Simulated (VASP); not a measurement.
# ZnO (P6_3mc) in VASP: a series of runs, part 2 of 2

VASP 6.6.1.

## 3. Single point, PBE+D3(BJ)

This run uses another cell than the first one, of 12.61 Å³/atom.

Contents of INCAR:

```
ALGO = Normal ; EDIFF = 1E-7
ENCUT = 520 ; GGA = PE
ISIF = 2 ; ISMEAR = -1
IVDW = 12 ; LASPH = True
LCHARG = False ; LREAL = False
LWAVE = False ; NBANDS = 26
NELM = 60 ; PREC = Accurate
SIGMA = 0.05
```

Contents of KPOINTS:

```
k-points
0
Gamma
  9 9 5
```

Contents of POSCAR:

```
ZnO
1.0
    3.3130361008      0.0000000000      0.0000000000
   -1.6565180504      2.8691734269      0.0000000000
    0.0000000000      0.0000000000      5.3078076462
Zn O
2 2
Direct
    0.6666666667      0.3333333333      0.0000000000
    0.3333333333      0.6666666667      0.5000000000
    0.3333333333      0.6666666667      0.8790100000
    0.6666666667      0.3333333333      0.3790100000
```

Potentials or basis: VASP PAW PBE potentials, release 64 (Zn, O).

Command:

```console
$ cat potpaw_PBE.64/Zn/POTCAR potpaw_PBE.64/O/POTCAR > POTCAR
$ mpirun -np 1 vasp_std > vasp.out
```

OUTCAR:

```text
EDIFF = 1E-7
   ENCUT = 520
   GGA = PE
   ISIF = 2
   ISMEAR = -1
   IVDW = 12
   LASPH = True
   LREAL = False
   NELM = 60
   PREC = Accurate
 IVDW          = 12

 ion  position               nearest neighbor table
   1  0.667  0.333  0.000-   4 2.01   3 2.02   3 2.02   3 2.02
   2  0.333  0.667  0.500-   3 2.01   4 2.02   4 2.02   4 2.02
   3  0.333  0.667  0.879-   2 2.01   1 2.02   1 2.02   1 2.02
   4  0.667  0.333  0.379-   1 2.01   2 2.02   2 2.02   2 2.02

  LATTYP: Found a hexagonal cell.
[... 899 lines left out ...]

  FORCE on cell =-STRESS in cart. coord.  units (eV):
  Direction    XX          YY          ZZ          XY          YZ          ZX
  --------------------------------------------------------------------------------------
  -------------------------------------------------------------------------------------
  Total      -1.66006    -1.66006    -1.17919     0.00000     0.00000     0.00000
  in kB     -52.71513   -52.71513   -37.44523     0.00000     0.00000     0.00000
  external pressure =      -47.63 kB  Pullay stress =        0.00 kB

 VOLUME and BASIS-vectors are now :
 -----------------------------------------------------------------------------
  energy-cutoff  :      520.00
  volume of cell :       50.45
      direct lattice vectors                 reciprocal lattice vectors
     3.313036101  0.000000000  0.000000000     0.301837942  0.174266217  0.000000000
    -1.656518050  2.869173427  0.000000000     0.000000000  0.348532435  0.000000000
     0.000000000  0.000000000  5.307807646     0.000000000  0.000000000  0.188401703

 POSITION                                       TOTAL-FORCE (eV/Angst)
 -----------------------------------------------------------------------------------
      1.65652      0.95639      0.00000        -0.000000      0.000000     -0.052314
     -0.00000      1.91278      2.65390         0.000000      0.000000     -0.052314
     -0.00000      1.91278      4.66562        -0.000000      0.000000      0.052314
      1.65652      0.95639      2.01171        -0.000000     -0.000000      0.052314
 -----------------------------------------------------------------------------------
    total drift:                                0.000000      0.000000     -0.000675

  FREE ENERGIE OF THE ION-ELECTRON SYSTEM (eV)
  ---------------------------------------------------
  free  energy   TOTEN  =       -18.7014308490 eV

  energy  without entropy=      -18.7014216652  energy(sigma->0) =      -18.70142626
```

stdout:

```text
POSCAR found type information on POSCAR ZnO
 POSCAR found :  2 types and       4 ions
 scaLAPACK will be used
 LDA part: xc-table for (Slater+PW92), standard interpolation
 POSCAR, INCAR and KPOINTS ok, starting setup
 FFT: planning ... GRIDC
 FFT: planning ... GRID_SOFT
 FFT: planning ... GRID
 WAVECAR not read
 entering main loop
```

It took 42 s on 1 thread of Intel Xeon Platinum 8488C (Sapphire Rapids), shared host; peak memory 0.19 GiB.

What came out:

```yaml
Free_energy: -18.7014 eV
Pressure: -4.8 GPa
Largest_force: 0.052 eV/Å
Band_gap_on_the_k_mesh: 0.70 eV
Dispersion_energy_per_atom: -0.211 eV
```

Forces on the atoms (eV/Å):
```
Zn   0.000  0.000 -0.052
Zn   0.000  0.000 -0.052
O    0.000  0.000  0.052
O    0.000  0.000  0.052
```

Caveat: the cell stands under tension.

## 4. Single point, r2SCAN+rVV10

This run uses another cell than the first one, of 11.42 Å³/atom.

Contents of POSCAR:

```
ZnO
1.0
    3.2053930491      0.0000000000      0.0000000000
   -1.6026965246      2.7759518096      0.0000000000
    0.0000000000      0.0000000000      5.1353529565
Zn O
2 2
Direct
    0.6666666667      0.3333333333      0.0000000000
    0.3333333333      0.6666666667      0.5000000000
    0.3333333333      0.6666666667      0.8790100000
    0.6666666667      0.3333333333      0.3790100000
```

Contents of INCAR.step1:

```
SYSTEM = ZnO
ALGO     = Normal         ! electronic algorithm
EDIFF    = 1E-4           ! SCF threshold, eV
ENCUT    = 520            ! plane-wave cutoff, eV
GGA      = PE             ! functional
ISMEAR   = -1             ! smearing method
LASPH    = .TRUE.         ! aspherical terms in the spheres
LCHARG   = .FALSE.        ! write CHGCAR
LREAL    = .FALSE.        ! projectors in reciprocal space
LWAVE    = .TRUE.         ! write WAVECAR
NBANDS   = 26             ! bands
NELM     = 80             ! most SCF steps
PREC     = Accurate       ! precision mode
SIGMA    = 0.05           ! smearing width, eV
```

Contents of INCAR.step2:

```
SYSTEM = ZnO
ALGO     = Normal         ! electronic algorithm
BPARAM   = 11.95        
CPARAM   = 0.0093       
EDIFF    = 1E-7           ! SCF threshold, eV
ENCUT    = 520            ! plane-wave cutoff, eV
ISIF     = 2              ! what is computed and relaxed
ISMEAR   = -1             ! smearing method
ISTART   = 1            
IVDW_NL  = 2            
LASPH    = .TRUE.         ! aspherical terms in the spheres
LCHARG   = .FALSE.        ! write CHGCAR
LMIXTAU  = .TRUE.       
LREAL    = .FALSE.        ! projectors in reciprocal space
LUSE_VDW = .TRUE.       
LWAVE    = .FALSE.        ! write WAVECAR
METAGGA  = R2SCAN         ! meta-GGA
NBANDS   = 26             ! bands
NELM     = 80             ! most SCF steps
PREC     = Accurate       ! precision mode
SIGMA    = 0.05           ! smearing width, eV
```

Contents of KPOINTS:

```
k-points
0
G
  9 9 5
  0 0 0
```

Command:

```console
$ cat potpaw_PBE.64/Zn/POTCAR potpaw_PBE.64/O/POTCAR > POTCAR
$ cp INCAR.step1 INCAR
$ mpirun -np 1 vasp_std > vasp.out
$ cp INCAR.step2 INCAR
$ mpirun -np 1 vasp_std > vasp.out
```

Run time: 2.1 min. Hardware: 1 thread of Intel Xeon Platinum 8488C (Sapphire Rapids), shared host; peak memory 0.28 GiB.

It converged, with:

```yaml
Free_energy: -35.2257 eV
Pressure: 5.2 GPa
Largest_force: 0.088 eV/Å
Band_gap_on_the_k_mesh: 1.24 eV
```

Forces on the atoms (eV/Å):
```
Zn   0.000  0.000 -0.088
Zn   0.000  0.000 -0.088
O    0.000  0.000  0.088
O    0.000  0.000  0.088
```

Stress tensor (GPa, compression positive):
```
4.50 0.00 0.00
0.00 4.50 0.00
0.00 0.00 6.56
```

Levels at points of the mesh, in eV from the valence-band top:
| k point | band 14 | band 15 | band 16 | band 17 | band 18 | band 19 | band 20 | band 21 | band 22 | band 23 |
| --- | --- | --- | --- | --- | --- | --- | --- | --- | --- | --- |
| (0.00, 0.00, 0.00) | -0.88 | -0.88 | -0.09 | 0.00 | 0.00 | 1.24 | 5.95 | 8.95 | 13.82 | 13.82 |

Caveat: the cell stands under pressure; the PAW data sets were made with another functional, which shifts forces and pressure a little. r2SCAN opens gaps a little over a GGA but as a rule still falls short of measured ones.

## 5. Single point, r2SCAN+rVV10

This run uses another cell than the first one, of 11.66 Å³/atom.

Contents of POSCAR:

```
ZnO
1.0
    3.2274999067      0.0000000000      0.0000000000
   -1.6137499533      2.7950969099      0.0000000000
    0.0000000000      0.0000000000      5.1707703030
Zn O
2 2
Direct
    0.6666666667      0.3333333333      0.0000000000
    0.3333333333      0.6666666667      0.5000000000
    0.3333333333      0.6666666667      0.8790100000
    0.6666666667      0.3333333333      0.3790100000
```

Contents of INCAR.step1:

```
ALGO     = Normal         # electronic algorithm
EDIFF    = 1E-4           # SCF threshold, eV
ENCUT    = 520            # plane-wave cutoff, eV
GGA      = PE             # functional
ISMEAR   = -1             # smearing method
LASPH    = True           # aspherical terms in the spheres
LCHARG   = False          # write CHGCAR
LREAL    = False          # projectors in reciprocal space
LWAVE    = True           # write WAVECAR
NBANDS   = 26             # bands
NELM     = 80             # most SCF steps
PREC     = Accurate       # precision mode
SIGMA    = 0.05           # smearing width, eV
```

Contents of INCAR.step2:

```
ALGO     = Normal         # electronic algorithm
BPARAM   = 11.95        
CPARAM   = 0.0093       
EDIFF    = 1E-6           # SCF threshold, eV
ENCUT    = 520            # plane-wave cutoff, eV
ISIF     = 2              # what is computed and relaxed
ISMEAR   = -1             # smearing method
ISTART   = 1            
IVDW_NL  = 2            
LASPH    = True           # aspherical terms in the spheres
LCHARG   = False          # write CHGCAR
LMIXTAU  = True         
LREAL    = False          # projectors in reciprocal space
LUSE_VDW = True         
LWAVE    = False          # write WAVECAR
METAGGA  = R2SCAN         # meta-GGA
NBANDS   = 26             # bands
NELM     = 80             # most SCF steps
PREC     = Accurate       # precision mode
SIGMA    = 0.05           # smearing width, eV
```

Contents of KPOINTS:

```
k-points
0
Gamma
  9 9 5
```

Command:

```console
$ cat potpaw_PBE.64/Zn/POTCAR potpaw_PBE.64/O/POTCAR > POTCAR
$ cp INCAR.step1 INCAR
$ mpirun -np 1 vasp_std > vasp.out
$ cp INCAR.step2 INCAR
$ mpirun -np 1 vasp_std > vasp.out
```

Wall time 2 min (1 thread of Intel Xeon Platinum 8488C (Sapphire Rapids), shared host); peak memory 0.29 GiB.

Results (log left out):

- Free energy: -35.2462 eV
- Pressure: 1.7 GPa
- Largest force: 0.085 eV/Å
- Band gap on the k mesh: 1.21 eV

Forces in eV/Å, atoms in the order of the input:
```
Zn   0.000  0.000 -0.085
Zn   0.000  0.000 -0.085
O    0.000  0.000  0.085
O    0.000  0.000  0.085
```

Stress tensor (GPa, compression positive):
```
1.08 0.00 0.00
0.00 1.08 0.00
0.00 0.00 2.99
```

Levels at points of the mesh, in eV from the valence-band top:
| k point | band 16 | band 17 | band 18 | band 19 | band 20 | band 21 |
| --- | --- | --- | --- | --- | --- | --- |
| (0.00, 0.00, 0.00) | -0.08 | 0.00 | 0.00 | 1.21 | 5.87 | 8.88 |

Caveat: the PAW data sets were made with another functional, which shifts forces and pressure a little. r2SCAN opens gaps a little over a GGA but as a rule still falls short of measured ones.

## 6. The runs side by side

```tsv
level	cell	gap on the mesh (eV)	pressure (GPa)	largest force (eV/Å)
PBE+D3(BJ)	a = 3.292, b = 3.292, c = 5.274 Å, angles 90.0, 90.0, 120.0°, 4 atoms	0.73	-2.5	0.06
PBE+D3(BJ)	a = 3.313, b = 3.313, c = 5.308 Å, angles 90.0, 90.0, 120.0°, 4 atoms	0.70	-4.8	0.05
r2SCAN+rVV10	a = 3.205, b = 3.205, c = 5.135 Å, angles 90.0, 90.0, 120.0°, 4 atoms	1.24	5.2	0.09
r2SCAN+rVV10	a = 3.227, b = 3.227, c = 5.171 Å, angles 90.0, 90.0, 120.0°, 4 atoms	1.21	1.7	0.08
```

Alike in all rows: task single point; potentials or basis VASP PAW PBE potentials, release 64 (Zn, O); no spin polarisation; k mesh 9 × 9 × 5; cutoff (eV) 520; smearing fermi-dirac 0.05 eV.

Caveats: the PAW data sets were made with another functional, which shifts forces and pressure a little (at least some runs); the cell stands under tension (at least some runs); the cell stands under pressure (at least some runs).

Absolute energies hang on the potentials; compare differences alone.
